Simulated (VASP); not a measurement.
# CaO (Fm-3m) in VASP: further runs, part 2 of 2

VASP 6.6.1.

### Step 3. Single point, r2SCAN

This run uses another cell than the first one, of 13.05 Å³/atom.

File POSCAR:

```
CaO
1.0
    0.0000000000      2.3544897713      2.3544897713
    2.3544897713      0.0000000000      2.3544897713
    2.3544897713      2.3544897713      0.0000000000
Ca O
1 1
Direct
    0.0000000000      0.0000000000      0.0000000000
    0.5000000000      0.5000000000      0.5000000000
```

File INCAR.step1:

```
SYSTEM = CaO
ALGO     = Normal         ! electronic algorithm
EDIFF    = 1E-4           ! SCF threshold, eV
ENCUT    = 520            ! plane-wave cutoff, eV
GGA      = PE             ! functional
ISMEAR   = -1             ! smearing method
LASPH    = .TRUE.         ! aspherical terms in the spheres
LCHARG   = .FALSE.        ! write CHGCAR
LREAL    = .FALSE.        ! projectors in reciprocal space
LWAVE    = .TRUE.         ! write WAVECAR
NBANDS   = 15             ! bands
NELM     = 100            ! most SCF steps
PREC     = Accurate       ! precision mode
SIGMA    = 0.05           ! smearing width, eV
```

File INCAR.step2:

```
SYSTEM = CaO
ALGO     = Normal         ! electronic algorithm
EDIFF    = 1E-6           ! SCF threshold, eV
ENCUT    = 520            ! plane-wave cutoff, eV
ISIF     = 2              ! what is computed and relaxed
ISMEAR   = -1             ! smearing method
ISTART   = 1            
LASPH    = .TRUE.         ! aspherical terms in the spheres
LCHARG   = .TRUE.         ! write CHGCAR
LELF     = .TRUE.         ! ELF
LMIXTAU  = .TRUE.       
LREAL    = .FALSE.        ! projectors in reciprocal space
LVHAR    = .TRUE.       
LWAVE    = .FALSE.        ! write WAVECAR
METAGGA  = R2SCAN         ! meta-GGA
NBANDS   = 15             ! bands
NELM     = 100            ! most SCF steps
PREC     = Accurate       ! precision mode
SIGMA    = 0.05           ! smearing width, eV
```

File KPOINTS:

```
k-points
0
G
  10 10 10
  0 0 0
```

Potentials or basis: VASP PAW PBE potentials, release 64 (Ca_sv, O).

Launch:

```console
$ cat potpaw_PBE.64/Ca_sv/POTCAR potpaw_PBE.64/O/POTCAR > POTCAR
$ cp INCAR.step1 INCAR
$ mpirun -np 1 vasp_std > vasp.out
$ cp INCAR.step2 INCAR
$ mpirun -np 1 vasp_std > vasp.out
```

OUTCAR:

```text
SYSTEM = CaO
   EDIFF = 1E-6
   ENCUT = 520
   ISIF = 2
   ISMEAR = -1
   ISTART = 1
   LASPH = .TRUE.
   LREAL = .FALSE.
   METAGGA = R2SCAN
   NELM = 100
   PREC = Accurate

 ion  position               nearest neighbor table
   1  0.000  0.000  0.000-   2 2.35   2 2.35   2 2.35   2 2.35   2 2.35   2 2.35
   2  0.500  0.500  0.500-   1 2.35   1 2.35   1 2.35   1 2.35   1 2.35   1 2.35

  LATTYP: Found a face centered cubic cell.
 ALAT       =     4.7089795426

  Lattice vectors:

 A1 = (   0.0000000000,   2.3544897713,   2.3544897713)
 A2 = (   2.3544897713,   0.0000000000,   2.3544897713)
 A3 = (   2.3544897713,   2.3544897713,   0.0000000000)

Analysis of symmetry for initial positions (statically):
=====================================================================
 Subroutine PRICEL returns:
 Original cell was already a primitive cell.

 Routine SETGRP: Setting up the symmetry group for a
 face centered cubic supercell.

 Subroutine GETGRP returns: Found 48 space group operations
 (whereof 48 operations were pure point group operations)
 out of a pool of 48 trial point group operations.

The static configuration has the point symmetry O_h .

Analysis of symmetry for dynamics (positions and initial velocities):
=====================================================================
 Subroutine PRICEL returns:
 Original cell was already a primitive cell.

 Routine SETGRP: Setting up the symmetry group for a
 face centered cubic supercell.

 Subroutine GETGRP returns: Found 48 space group operations
 (whereof 48 operations were pure point group operations)
 out of a pool of 48 trial point group operations.

The dynamic configuration has the point symmetry O_h .

 Subroutine INISYM returns: Found 48 space group operations
 (whereof 48 operations are pure point group operations),
 and found     1 'primitive' translations

----------------------------------------------------------------------------------------

                                     Primitive cell

  volume of cell :      26.1048

  direct lattice vectors                    reciprocal lattice vectors
[... 112 lines left out ...]
   METAGGA = R2SCAN    functional components
   LHFCALC =     F    Hartree Fock is set to
   AEXX    =    0.0000 exact exchange contribution
   IVDW    =     0    specifies the selected vdW correction
   LEPSILON=     F    determine dielectric tensor
   LRPA    =     F    only Hartree local field effects (RPA)
 non-spin polarized calculation
  energy-cutoff  :      520.00
  volume of cell :       26.10
 maximum number of plane-waves:       725
 NGX is ok and might be reduce to    28
   NGX = 13   NGY = 13   NGZ = 13

 number of electron      15.9999999 magnetization

 Free energy of the ion-electron system (eV)
  ---------------------------------------------------
  ext. energy  EPLUGINS =         0.00000000
  ---------------------------------------------------
  free energy    TOTEN  =       -19.40941123 eV

  energy without entropy =      -19.40941123  energy(sigma->0) =      -19.40941123

 E-fermi :   3.3074     XC(G=0): -11.4034

 val. band max:        2.3722559732   @ k =   0.0000   0.0000   0.0000
 cond. band min:       6.5356127326   @ k =   0.5000   0.5000   0.0000
 fundamental gap:      4.1633567594
 Fermi energy:         3.3073966396

 k-point     1 :       0.0000    0.0000    0.0000
  band No.  band energies     occupation
      1     -36.4313      2.00000
      2     -16.2737      2.00000
      3     -16.2737      2.00000
      4     -16.2736      2.00000
      5     -14.2209      2.00000
      6       2.3722      2.00000
      7       2.3722      2.00000
      8       2.3723      2.00000
      9       8.3390      0.00000
     10       9.3740      0.00000
     11       9.3740      0.00000
     12       9.3740      0.00000
     13      11.0795      0.00000
     14      11.0795      0.00000
[... 401 lines left out ...]
      2     -17.1457      2.00000
      3     -16.5186      2.00000
      4     -16.4833      2.00000
      5     -13.5612      2.00000
      6       0.6611      2.00000
      7       1.8144      2.00000
      8       1.9135      2.00000
      9       7.2648      0.00000
     10      11.2496      0.00000
     11      12.2365      0.00000
     12      12.3264      0.00000
     13      12.4581      0.00000
     14      14.6220      0.00000
     15      19.9263      0.00000

 [... further k-points ...]
[... 5 lines left out ...]
  --------------------------------------------------------------------------------------
  -------------------------------------------------------------------------------------
  Total        1.3916583      1.3916583      1.3916583      0.0000000     -0.0000000      0.0000000
  in kB       85.4127671     85.4127671     85.4127671      0.0000000     -0.0000000      0.0000000
  external PRESSURE =      85.4127671 kB  Pullay stress =       0.0000000 kB

 VOLUME and BASIS-vectors are now :
 -----------------------------------------------------------------------------
  energy-cutoff  :      520.00
  volume of cell :       26.10
      direct lattice vectors                 reciprocal lattice vectors
     0.000000000  2.354489771  2.354489771    -0.212360235  0.212360235  0.212360235
     2.354489771  0.000000000  2.354489771     0.212360235 -0.212360235  0.212360235
     2.354489771  2.354489771  0.000000000     0.212360235  0.212360235 -0.212360235

 POSITION                                       TOTAL-FORCE (eV/Angst)
 -----------------------------------------------------------------------------------
      0.00000      0.00000      0.00000         0.000000     -0.000000      0.000000
      2.35449      2.35449      2.35449        -0.000000      0.000000     -0.000000
 -----------------------------------------------------------------------------------
    total drift:                                0.000000      0.000000      0.000000

  FREE ENERGIE OF THE ION-ELECTRON SYSTEM (eV)
  ---------------------------------------------------
  free  energy   TOTEN  =       -19.4094112301 eV

  energy  without entropy=      -19.4094112300  energy(sigma->0) =      -19.40941123
```

OUTCAR.step1:

```text
SYSTEM = CaO
   EDIFF = 1E-4
   ENCUT = 520
   GGA = PE
   ISMEAR = -1
   LASPH = .TRUE.
   LREAL = .FALSE.
[... 652 lines left out ...]
      0.00000      0.00000      0.00000        -0.000000      0.000000     -0.000000
      2.35449      2.35449      2.35449         0.000000      0.000000      0.000000
 -----------------------------------------------------------------------------------
    total drift:                                0.000000      0.000000      0.000000

  FREE ENERGIE OF THE ION-ELECTRON SYSTEM (eV)
  ---------------------------------------------------
  free  energy   TOTEN  =       -12.7365746988 eV

  energy  without entropy=      -12.7365746987  energy(sigma->0) =      -12.73657470
```

Run time: 2.3 min. Hardware: 1 thread of Intel Xeon 8259CL, shared host; peak memory 0.18 GiB.

What came out:

```yaml
Free_energy: -19.4094 eV
Pressure: 8.5 GPa
Band_gap_on_the_k_mesh: 4.16 eV (least direct gap 4.52 eV)
```

Levels at points of the mesh, in eV from the valence-band top:
```
           k point  band 6  band 7  band 8  band 9  band 10  band 11
(0.00, 0.00, 0.00)    0.00    0.00    0.00    5.97     7.00     7.00
(0.50, 0.00, 0.00)   -2.75   -1.33   -1.33    8.00     9.39     9.39
(0.50, 0.50, 0.00)   -1.25   -0.36   -0.36    4.16     9.24     9.99
```

Caveat: the cell stands under pressure; the PAW data sets were made with another functional, which shifts forces and pressure a little.
